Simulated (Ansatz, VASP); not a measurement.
**ScW in VASP and in Ansatz**

```
Sc W
1.0
     2.76715    0.00000    0.00000
     0.00000    2.76715    0.00000
     0.00000    0.00000    4.80706
Sc W
1 1
Cartesian
  1.3836 1.3836 2.4035
  0.0000 0.0000 0.0000
```

Change from the starting cell: species swapped into the YbPb type (P4/mmm, No. 123).

Alike in both runs: functional PBE; k mesh 6 × 6 × 5; occupations gaussian, width 0.2 eV; no spin polarisation.

Ansatz relaxed the structure, and its values are those at the end. VASP's run is a single point on that final structure, the one shown.

```csv
,VASP,Ansatz
version,VASP 6.6.1,Ansatz 0.2.0
potentials or method,"VASP PAW PBE potentials, release 64 (Sc_sv, W_sv), cutoff 500 eV","scalar-relativistic, plane waves, PAW"
valence electrons in the cell,25,25
```

```csv
,VASP,Ansatz,Ansatz less VASP
gap on the k mesh at the Fermi level (eV),none,none,-
pressure (GPa),0.2,0.0,-0.19
```

A gap of «none» marks a metal or a gap that the smearing closes.

The k mesh is coarse, so the values compare programs but aren't converged. Spin-orbit coupling is off throughout.
